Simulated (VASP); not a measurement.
# Sn (I4_1/amd) in VASP: vibrations by perturbation theory with PBEsol

Aim: the vibrations by perturbation theory of Sn with PBEsol.

Program: VASP 6.6.1. These are calculated values, not measurements. Logs are shortened: lines on timing, memory, paths and dates and some standing lists are left out, and cuts for length are marked.

## Step 1: The cell of the first run

The structure is tetragonal, space group I4_1/amd (No. 141). Conventional cell: a = 5.581 Å, b = 5.581 Å, c = 3.005 Å, α = 90.00°, β = 90.00°, γ = 90.00°. Sn (site symmetry -4m2) has 10 Sn at 2.89 to 3.59 Å within 3.8 Å.

## Step 2: Vibrations by perturbation theory, PBEsol

Contents of INCAR:

```
ALGO = Fast
EDIFF = 1E-8
ENCUT = 520
GGA = PS
IBRION = 8
ISIF = 2
ISMEAR = -1
LASPH = T
LCHARG = F
LREAL = F
LWAVE = F
NBANDS = 21
NELM = 80
NSW = 1
PREC = Accurate
SIGMA = 0.1
```

Contents of KPOINTS:

```
k-points
0
Gamma
  16 16 16
```

Contents of POSCAR:

```
Sn
1.0
   -2.7905934651      2.7905934651      1.5024216457
    2.7905934651     -2.7905934651      1.5024216457
    2.7905934651      2.7905934651     -1.5024216457
Sn
2
Direct
    0.0000000000      0.0000000000      0.0000000000
    0.7500000000      0.2500000000      0.5000000000
```

Potentials or basis: VASP PAW PBE potentials, release 64 (Sn_d).

On the command line:

```
cat potpaw_PBE.64/Sn_d/POTCAR > POTCAR
mpirun -np 1 vasp_std > vasp.out
```

OUTCAR:

```text
EDIFF = 1E-8
   ENCUT = 520
   GGA = PS
   IBRION = 8
   ISIF = 2
   ISMEAR = -1
   LASPH = T
   LREAL = F
   NELM = 80
   NSW = 1
   PREC = Accurate

 ion  position               nearest neighbor table
   1  0.000  0.000  0.000-   2 2.89   2 2.89   2 2.89   2 2.89   2 3.59   2 3.59   2 3.59   2 3.59

   2  0.750  0.250  0.500-   1 2.89   1 2.89   1 2.89   1 2.89   1 3.59   1 3.59   1 3.59   1 3.59

  LATTYP: Found a body centered tetragonal cell.
 ALAT       =     5.5811869302
 C/A-ratio  =     0.5383878607

  Lattice vectors:

 A1 = (  -2.7905934651,   2.7905934651,   1.5024216457)
 A2 = (   2.7905934651,  -2.7905934651,   1.5024216457)
 A3 = (   2.7905934651,   2.7905934651,  -1.5024216457)

Analysis of symmetry for initial positions (statically):
=====================================================================
 Subroutine PRICEL returns:
 Original cell was already a primitive cell.

 Routine SETGRP: Setting up the symmetry group for a
 body centered tetragonal supercell.

 Subroutine GETGRP returns: Found 16 space group operations
 (whereof  8 operations were pure point group operations)
 out of a pool of 16 trial point group operations.

The static configuration has the point symmetry D_2d.
 The point group associated with its full space group is D_4h.

Analysis of symmetry for dynamics (positions and initial velocities):
=====================================================================
 Subroutine PRICEL returns:
 Original cell was already a primitive cell.

 Routine SETGRP: Setting up the symmetry group for a
 body centered tetragonal supercell.

 Subroutine GETGRP returns: Found 16 space group operations
 (whereof  8 operations were pure point group operations)
 out of a pool of 16 trial point group operations.

The dynamic configuration has the point symmetry D_2d.
 The point group associated with its full space group is D_4h.

 Subroutine INISYM returns: Found 16 space group operations
 (whereof  8 operations are pure point group operations),
 and found     1 'primitive' translations

[... 744 lines left out ...]
    -2.790593465  2.790593465  1.502421646     0.000000000  0.179173357  0.332796057
     2.790593465 -2.790593465  1.502421646     0.179173357  0.000000000  0.332796057
     2.790593465  2.790593465 -1.502421646     0.179173357  0.179173357  0.000000000

 POSITION                                       TOTAL-FORCE (eV/Angst)
 -----------------------------------------------------------------------------------
      0.00000      0.00000      0.00000        -0.000000     -0.000000      0.000000
      0.00000      2.79059      0.75121         0.000000      0.000000     -0.000000
 -----------------------------------------------------------------------------------
    total drift:                                0.000000     -0.000000      0.000000

  FREE ENERGIE OF THE ION-ELECTRON SYSTEM (eV)
  ---------------------------------------------------
  free  energy   TOTEN  =        -8.3291331993 eV

  energy  without entropy=       -8.3042702543  energy(sigma->0) =       -8.31670173

[... ionic steps 2 to 3 ...]

--------------------------------------- Ionic step        4  -------------------------------------------

------------------------ aborting loop because EDIFF is reached ----------------------------------------

[... ionic steps 5 to 5 ...]

--------------------------------------- Ionic step        6  -------------------------------------------

 Free energy of the ion-electron system (eV)
  ---------------------------------------------------
  ---------------------------------------------------
  free energy    TOTEN  =        -0.20755863 eV

  energy without entropy =       -0.20755863

------------------------ aborting loop because EDIFF is reached ----------------------------------------

 INTERNAL STRAIN TENSOR  FOR ION    1  DIRECTION 3   (eV/Angst):
 -----------------------------------------------------------------------------
    -3.80079  0.00000  0.00000
     0.00000  3.79604  0.00000
     0.00000  0.00000  0.00044

 INTERNAL STRAIN TENSOR FOR ION    2 for displacements in x,y,z  (eV/Angst):
          X           Y           Z          XY          YZ          ZX
  --------------------------------------------------------------------------------
  x     0.00000     0.00000     0.00000     0.00000     0.00000     3.03820
  y     0.00000     0.00000     0.00000     0.00000    -2.82235     0.00000
  z     3.79841    -3.79841     0.00000     0.00000     0.00000     0.00000

 SECOND DERIVATIVES (NOT SYMMETRIZED)
 ------------------------------------
               1X          1Y          1Z          2X          2Y          2Z
  1X    -6.612942    0.000000    0.000000    6.612942    0.000000    0.000000
  1Y     0.000000   -6.612942    0.000000    0.000000    6.612942    0.000000
  1Z     0.000000    0.000000   -0.588124    0.000000    0.000000    0.588124
  2X     6.612942    0.000000    0.000000   -6.612942    0.000000    0.000000
  2Y     0.000000    6.612942    0.000000    0.000000   -6.612942    0.000000
  2Z     0.000000    0.000000    0.588124    0.000000    0.000000   -0.588124

 Eigenvectors and eigenvalues of the dynamical matrix
 ----------------------------------------------------

   1 f  =    5.218184 THz    32.786819 2PiTHz  174.059893 cm-1    21.580667 meV
             X         Y         Z           dx          dy          dz
      0.000000  0.000000  0.000000     0.707107    0.000000    0.000000
      0.000000  2.790593  0.751211    -0.707107    0.000000    0.000000
[... 16 lines left out ...]
   5 f  =    0.000000 THz     0.000000 2PiTHz    0.000000 cm-1     0.000000 meV
             X         Y         Z           dx          dy          dz
      0.000000  0.000000  0.000000     0.707107    0.000000    0.000000
      0.000000  2.790593  0.751211     0.707107    0.000000    0.000000

   6 f/i=    0.000000 THz     0.000000 2PiTHz    0.000001 cm-1     0.000000 meV
             X         Y         Z           dx          dy          dz
      0.000000  0.000000  0.000000     0.000000    0.553202    0.440418
      0.000000  2.790593  0.751211     0.000000    0.553202    0.440418

--------------------------------------------------------------------------------------------------------

 ELASTIC MODULI CONTR FROM IONIC RELAXATION (kBar)
 Direction    XX          YY          ZZ          XY          YZ          ZX
 --------------------------------------------------------------------------------
 XX        -839.8496    839.8496      0.0000      0.0000      0.0000      0.0000
 YY         839.8496   -839.8496      0.0000      0.0000     -0.0000      0.0000
 ZZ           0.0000      0.0000      0.0000      0.0000      0.0000      0.0000
 XY           0.0000      0.0000      0.0000      0.0000      0.0000      0.0000
 YZ           0.0000     -0.0000      0.0000      0.0000    -41.2376      0.0000
 ZX           0.0000      0.0000      0.0000      0.0000      0.0000    -47.7864
 --------------------------------------------------------------------------------
```

It took 48 min on 1 thread of Oxide Virtual Turin-like, shared host; peak memory 1.8 GiB.

What came out:

```
Highest phonon frequency at Γ : 174 cm⁻¹
```

Phonon frequencies in cm⁻¹ (negative: imaginary):
| q point | frequencies |
| --- | --- |
| (0.000, 0.000, 0.000) | 0 0 0 52 174 174 |

Caveat: the cell stands under pressure or tension, which shifts response properties; spin-orbit coupling is left out, which moves the levels of the heavy elements.
